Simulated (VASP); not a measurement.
# BaF2 (Fm-3m) in VASP: a series of runs

Runs on BaF2. Level: PBE+D3(BJ). Tasks: single point, relaxation of cell and atoms.

All numbers are computed with VASP 6.6.1; they aren't measurements. Logs are shortened: lines on timing, memory, paths and dates and some standing lists are left out, and cuts for length are marked.

### Step 1. The cell of the first run

It takes space group Fm-3m (No. 225, cubic). The conventional cell has a = 6.207 Å, b = 6.207 Å, c = 6.207 Å, α = 90.00°, β = 90.00°, γ = 90.00°. Within 3.5 Å of Ba (site symmetry m-3m) lie 8 F at 2.69 Å. Within 3.5 Å of F (site symmetry -43m) lie 4 Ba at 2.69 Å and 6 F at 3.10 Å.

### Step 2. Single point, PBE+D3(BJ)

INCAR

```
ALGO = Normal
EDIFF = 1E-6
ENCUT = 600
GGA = PE
GGA_COMPAT = False
ISIF = 2
ISMEAR = 0
IVDW = 12
LASPH = True
LCHARG = False
LREAL = False
LWAVE = False
NBANDS = 19
NELM = 120
PREC = Accurate
SIGMA = 0.02
```

KPOINTS

```
k-points
0
Gamma
  6 6 6
```

POSCAR

```
BaF2
1.0
    0.0000000000      3.1034586571      3.1034586571
    3.1034586571      0.0000000000      3.1034586571
    3.1034586571      3.1034586571      0.0000000000
Ba F
1 2
Direct
    0.0000000000      0.0000000000      0.0000000000
    0.2500000000      0.2500000000      0.2500000000
    0.7500000000      0.7500000000      0.7500000000
```

Potentials or basis: VASP PAW PBE potentials, release 64 (Ba_sv, F).

Launch:

```bash
$ cat potpaw_PBE.64/Ba_sv/POTCAR potpaw_PBE.64/F/POTCAR > POTCAR
$ mpirun -np 1 vasp_std > vasp.out
```

OUTCAR:

```text
EDIFF = 1E-6
   ENCUT = 600
   GGA = PE
   ISIF = 2
   ISMEAR = 0
   IVDW = 12
   LASPH = True
   LREAL = False
   NELM = 120
   PREC = Accurate
 IVDW          = 12

 ion  position               nearest neighbor table
   1  0.000  0.000  0.000-   2 2.69   3 2.69   3 2.69   3 2.69   3 2.69   2 2.69   2 2.69   2 2.69

   2  0.250  0.250  0.250-   1 2.69   1 2.69   1 2.69   1 2.69
   3  0.750  0.750  0.750-   1 2.69   1 2.69   1 2.69   1 2.69

  LATTYP: Found a face centered cubic cell.
 ALAT       =     6.2069173142

  Lattice vectors:

 A1 = (   0.0000000000,   3.1034586571,   3.1034586571)
 A2 = (   3.1034586571,   0.0000000000,   3.1034586571)
 A3 = (   3.1034586571,   3.1034586571,   0.0000000000)

Analysis of symmetry for initial positions (statically):
=====================================================================
 Subroutine PRICEL returns:
 Original cell was already a primitive cell.

 Routine SETGRP: Setting up the symmetry group for a
 face centered cubic supercell.

 Subroutine GETGRP returns: Found 48 space group operations
 (whereof 48 operations were pure point group operations)
 out of a pool of 48 trial point group operations.

The static configuration has the point symmetry O_h .

Analysis of symmetry for dynamics (positions and initial velocities):
=====================================================================
 Subroutine PRICEL returns:
 Original cell was already a primitive cell.

 Routine SETGRP: Setting up the symmetry group for a
 face centered cubic supercell.

 Subroutine GETGRP returns: Found 48 space group operations
 (whereof 48 operations were pure point group operations)
 out of a pool of 48 trial point group operations.

The dynamic configuration has the point symmetry O_h .

 Subroutine INISYM returns: Found 48 space group operations
 (whereof 48 operations are pure point group operations),
 and found     1 'primitive' translations

----------------------------------------------------------------------------------------

                                     Primitive cell

  volume of cell :      59.7816

  direct lattice vectors                    reciprocal lattice vectors
     0.000000000  3.103458657  3.103458657    -0.161110572  0.161110572  0.161110572
     3.103458657  0.000000000  3.103458657     0.161110572 -0.161110572  0.161110572
     3.103458657  3.103458657  0.000000000     0.161110572  0.161110572 -0.161110572

  length of vectors
     4.388953323  4.388953323  4.388953323     0.279051697  0.279051697  0.279051697

  position of ions in fractional coordinates (direct lattice)
     0.000000000  0.000000000  0.000000000
     0.250000000  0.250000000  0.250000000
     0.750000000  0.750000000  0.750000000

  ion indices of the primitive-cell ions
   primitive index   ion index
                 1           1
                 2           2
                 3           3

----------------------------------------------------------------------------------------

 KPOINTS: k-points

Automatic generation of k-mesh.
 Grid dimensions read from file:
 generate k-points for:    6    6    6

 Generating k-lattice:

  Cartesian coordinates                     Fractional coordinates (reciprocal lattice)
    -0.026851762  0.026851762  0.026851762     0.166666667  0.000000000  0.000000000
     0.026851762 -0.026851762  0.026851762     0.000000000  0.166666667  0.000000000
     0.026851762  0.026851762 -0.026851762     0.000000000  0.000000000  0.166666667

  Length of vectors
     0.046508616  0.046508616  0.046508616

  Shift w.r.t. Gamma in fractional coordinates (k-lattice)
     0.000000000  0.000000000  0.000000000

 Subroutine IBZKPT returns following result:
 ===========================================

 Found     16 irreducible k-points:

 Following reciprocal coordinates:
            Coordinates               Weight
  0.000000  0.000000  0.000000      1.000000
  0.166667  0.000000  0.000000      8.000000
  0.333333  0.000000  0.000000      8.000000
  0.500000  0.000000  0.000000      4.000000
  0.166667  0.166667  0.000000      6.000000
  0.333333  0.166667  0.000000     24.000000
[... 8 lines left out ...]
 -0.333333  0.333333  0.166667     24.000000
 -0.333333  0.500000  0.166667     12.000000
   k-points           NKPTS =     16   k-points in BZ     NKDIM =     16   number of bands    NBANDS=     19
   number of dos      NEDOS =    301   number of ions     NIONS =      3
   total plane-waves  NPLWV =  46656
   dimension x,y,z NGX =    36 NGY =   36 NGZ =   36
   dimension x,y,z NGXF=    72 NGYF=   72 NGZF=   72
   ions per type =               1   2
   NGX,Y,Z   is equivalent  to a cutoff of  13.64, 13.64, 13.64 a.u.
   NGXF,Y,Z  is equivalent  to a cutoff of  27.27, 27.27, 27.27 a.u.
 SYSTEM =  unknown system
   PREC   = accura    normal or accurate (medium, high low for compatibility)
   ISTART =      0    job   : 0-new  1-cont  2-samecut
   ICHARG =      2    charge: 1-file 2-atom 10-const
   ISPIN  =      1    spin polarized calculation?
   LNONCOLLINEAR =      F non collinear calculations
   LSORBIT =      F    spin-orbit coupling
   LASPH  =      T    aspherical Exc in radial PAW
   ENCUT  =  600.0 eV  44.10 Ry    6.64 a.u.   8.77  8.77  8.77*2*pi/ulx,y,z
   NELM   =    120;   NELMIN=  2; NELMDL= -5     # of ELM steps
   EDIFF  = 0.1E-05   stopping-criterion for ELM
   LREAL  =      F    real-space projection
   EDIFFG = 0.1E-04   stopping-criterion for IOM
   NSW    =      0    number of steps for IOM
   IBRION =     -1    ionic relax: 0-MD 1-quasi-New 2-CG
   NFREE  =      0    steps in history (QN), initial steepest desc. (CG)
   ISIF   =      2    stress and relaxation
   ISYM   =      2    0-nonsym 1-usesym 2-fastsym
   POTIM  = 0.5000    time-step for ionic-motion
   TEBEG  =    0.0;   TEEND  =   0.0 temperature during run
   PSTRESS=    0.0 pullay stress
   NELECT =      24.0000    total number of electrons
   NUPDOWN=      -1.0000    fix difference up-down
   EMIN   =  10.00;   EMAX   =-10.00  energy-range for DOS
   EFERMI =   0.00;   METHOD = LEGACY
   ISMEAR =     0;   SIGMA  =   0.02  broadening in eV -4-tet -1-fermi 0-gaus
   EFERMI_NEDOS =   21; number of points for ismear=-14 and -15
   IALGO  =     38    algorithm
   IMIX   =      4    mixing-type and parameters
     AMIX     =   0.40;   BMIX     =  1.00
     AMIX_MAG =   1.60;   BMIX_MAG =  1.00
  volume/ion in A,a.u.               =      19.93       134.48
  Fermi-wavevector in a.u.,A,eV,Ry     =   1.207691  2.282206 19.844347  1.458518
  Thomas-Fermi vector in A             =   2.343321
   LORBIT       =      0    0 simple, 1 ext, 2 COOP (PROOUT), +10 PAW based schemes
   GGA     = PE    functional components
   LHFCALC =     F    Hartree Fock is set to
   AEXX    =    0.0000 exact exchange contribution
   IVDW    =    12    specifies the selected vdW correction
   LEPSILON=     F    determine dielectric tensor
   LRPA    =     F    only Hartree local field effects (RPA)
 non-spin polarized calculation
 Gauss-broadening in eV      SIGMA  =   0.02
  energy-cutoff  :      600.00
  volume of cell :       59.78
 maximum number of plane-waves:      2012
   NGX = 17   NGY = 17   NGZ = 17

 number of electron      24.0000004 magnetization

 Free energy of the ion-electron system (eV)
  ---------------------------------------------------
  ext. energy  EPLUGINS =         0.00000000
  ---------------------------------------------------
  free energy    TOTEN  =       -17.11581490 eV

  energy without entropy =      -17.11581490  energy(sigma->0) =      -17.11581490

 E-fermi :  -2.0082     XC(G=0):  -8.6856

 val. band max:       -2.0980623182   @ k =  -0.1667   0.1667   0.0000
 cond. band min:       4.6637652830   @ k =   0.0000   0.0000   0.0000
 fundamental gap:      6.7618276011
 Fermi energy:        -2.0082170280

 k-point     1 :       0.0000    0.0000    0.0000
  band No.  band energies     occupation
      1     -25.1935      2.00000
      2     -21.0135      2.00000
      3     -20.9695      2.00000
      4     -10.0357      2.00000
      5     -10.0357      2.00000
      6     -10.0357      2.00000
[... 11 lines left out ...]
     18       9.2736      0.00000
     19      13.3371      0.00000

 k-point     2 :       0.1667    0.0000    0.0000
  band No.  band energies     occupation
      1     -25.1441      2.00000
      2     -21.0461      2.00000
      3     -21.0244      2.00000
      4     -10.0822      2.00000
      5     -10.0763      2.00000
      6     -10.0763      2.00000
[... 11 lines left out ...]
     18       9.2995      0.00000
     19      12.2997      0.00000

 k-point     3 :       0.3333    0.0000    0.0000
  band No.  band energies     occupation
      1     -25.0399      2.00000
      2     -21.1800      2.00000
      3     -21.0713      2.00000
      4     -10.1615      2.00000
      5     -10.1543      2.00000
      6     -10.1543      2.00000
[... 11 lines left out ...]
     18       9.3914      0.00000
     19      11.3853      0.00000

 k-point     4 :       0.5000    0.0000    0.0000
  band No.  band energies     occupation
      1     -24.9848      2.00000
      2     -21.2537      2.00000
      3     -21.0914      2.00000
      4     -10.1953      2.00000
      5     -10.1918      2.00000
      6     -10.1918      2.00000
[... 11 lines left out ...]
     18       9.4653      0.00000
     19      11.7749      0.00000

 k-point     5 :       0.1667    0.1667    0.0000
  band No.  band energies     occupation
      1     -25.1274      2.00000
      2     -21.0547      2.00000
      3     -21.0448      2.00000
      4     -10.1381      2.00000
      5     -10.1381      2.00000
      6     -10.0002      2.00000
[... 11 lines left out ...]
     18       9.3768      0.00000
     19      13.3950      0.00000

 k-point     6 :       0.3333    0.1667    0.0000
  band No.  band energies     occupation
      1     -25.0406      2.00000
      2     -21.1598      2.00000
      3     -21.0899      2.00000
      4     -10.2259      2.00000
      5     -10.2251      2.00000
      6     -10.0219      2.00000
[... 11 lines left out ...]
     18       9.5415      0.00000
     19      12.0360      0.00000

 k-point     7 :       0.5000    0.1667    0.0000
  band No.  band energies     occupation
      1     -24.9670      2.00000
      2     -21.2431      2.00000
      3     -21.1316      2.00000
      4     -10.2556      2.00000
      5     -10.2516      2.00000
      6     -10.1140      2.00000
[... 11 lines left out ...]
     18       9.9204      0.00000
     19      11.7196      0.00000

 k-point     8 :      -0.3333    0.1667    0.0000
  band No.  band energies     occupation
      1     -24.9857      2.00000
      2     -21.2146      2.00000
      3     -21.1290      2.00000
      4     -10.2059      2.00000
      5     -10.1937      2.00000
      6     -10.1864      2.00000
[... 11 lines left out ...]
     18       9.9755      0.00000
     19      11.7508      0.00000

 k-point     9 :      -0.1667    0.1667    0.0000
  band No.  band energies     occupation
      1     -25.0758      2.00000
      2     -21.1090      2.00000
      3     -21.0806      2.00000
      4     -10.1721      2.00000
      5     -10.1189      2.00000
      6     -10.1055      2.00000
[... 11 lines left out ...]
     18       9.5593      0.00000
     19      12.0953      0.00000

 k-point    10 :       0.3333    0.3333    0.0000
  band No.  band energies     occupation
      1     -24.9867      2.00000
      2     -21.2335      2.00000
      3     -21.1062      2.00000
      4     -10.3303      2.00000
      5     -10.3303      2.00000
      6      -9.9215      2.00000
[... 11 lines left out ...]
     18       9.6463      0.00000
     19      13.2199      0.00000

 k-point    11 :       0.5000    0.3333    0.0000
  band No.  band energies     occupation
      1     -24.9303      2.00000
      2     -21.2834      2.00000
      3     -21.1510      2.00000
      4     -10.3687      2.00000
      5     -10.3660      2.00000
      6      -9.9567      2.00000
[... 11 lines left out ...]
     18      10.8045      0.00000
     19      12.2144      0.00000

 k-point    12 :      -0.3333    0.3333    0.0000
  band No.  band energies     occupation
      1     -24.9300      2.00000
      2     -21.2385      2.00000
      3     -21.1982      2.00000
      4     -10.3107      2.00000
      5     -10.3001      2.00000
      6     -10.0868      2.00000
[... 11 lines left out ...]
     18      11.1944      0.00000
     19      12.5101      0.00000

 k-point    13 :       0.5000    0.5000    0.0000
  band No.  band energies     occupation
      1     -24.9113      2.00000
      2     -21.3278      2.00000
      3     -21.1364      2.00000
      4     -10.4209      2.00000
      5     -10.4209      2.00000
      6      -9.8782      2.00000
[... 11 lines left out ...]
     18      10.7850      0.00000
     19      12.7659      0.00000

 k-point    14 :       0.5000    0.3333    0.1667
  band No.  band energies     occupation
      1     -24.9678      2.00000
      2     -21.2221      2.00000
      3     -21.1510      2.00000
      4     -10.3284      2.00000
      5     -10.2456      2.00000
      6     -10.0496      2.00000
[... 11 lines left out ...]
     18      10.2997      0.00000
     19      12.3527      0.00000

 k-point    15 :      -0.3333    0.3333    0.1667
  band No.  band energies     occupation
      1     -24.9300      2.00000
      2     -21.2388      2.00000
      3     -21.1979      2.00000
      4     -10.3782      2.00000
      5     -10.1599      2.00000
      6     -10.1596      2.00000
[... 11 lines left out ...]
     18      11.2750      0.00000
     19      11.9044      0.00000

 k-point    16 :      -0.3333    0.5000    0.1667
  band No.  band energies     occupation
      1     -24.9112      2.00000
      2     -21.2812      2.00000
      3     -21.1855      2.00000
      4     -10.4329      2.00000
      5     -10.2844      2.00000
      6     -10.0130      2.00000
[... 11 lines left out ...]
     18      12.3236      0.00000
     19      12.5803      0.00000

------------------------ aborting loop because EDIFF is reached ----------------------------------------

 Edisp (eV)   -0.39989

 E8    (eV) :    -0.1924

  FORCE on cell =-STRESS in cart. coord.  units (eV):
  Direction    XX          YY          ZZ          XY          YZ          ZX
  --------------------------------------------------------------------------------------
  -------------------------------------------------------------------------------------
  Total       0.36439     0.36439     0.36439     0.00000     0.00000     0.00000
  in kB       9.76570     9.76570     9.76570     0.00000     0.00000     0.00000
  external pressure =        9.77 kB  Pullay stress =        0.00 kB

 VOLUME and BASIS-vectors are now :
 -----------------------------------------------------------------------------
  energy-cutoff  :      600.00
  volume of cell :       59.78
      direct lattice vectors                 reciprocal lattice vectors
     0.000000000  3.103458657  3.103458657    -0.161110572  0.161110572  0.161110572
     3.103458657  0.000000000  3.103458657     0.161110572 -0.161110572  0.161110572
     3.103458657  3.103458657  0.000000000     0.161110572  0.161110572 -0.161110572

 POSITION                                       TOTAL-FORCE (eV/Angst)
 -----------------------------------------------------------------------------------
      0.00000      0.00000      0.00000         0.000000     -0.000000     -0.000000
      1.55173      1.55173      1.55173        -0.000000     -0.000000     -0.000000
      4.65519      4.65519      4.65519         0.000000      0.000000      0.000000
 -----------------------------------------------------------------------------------
    total drift:                                0.000000      0.000000      0.000000

  FREE ENERGIE OF THE ION-ELECTRON SYSTEM (eV)
  ---------------------------------------------------
  free  energy   TOTEN  =       -17.5157096888 eV

  energy  without entropy=      -17.5157096888  energy(sigma->0) =      -17.51570969
```

Wall time 35 s (1 thread of Intel Xeon 8259CL, shared host); peak memory 0.22 GiB.

Results:

- Free energy: -17.5157 eV
- Pressure: 1.0 GPa
- Band gap on the k mesh: 6.76 eV (least direct gap 6.83 eV)
- Dispersion energy per atom: -0.133 eV

Caveat: spin-orbit coupling is left out, which moves the levels of the heavy elements. A k mesh can miss the band edges.

[end of part 1 of 2]
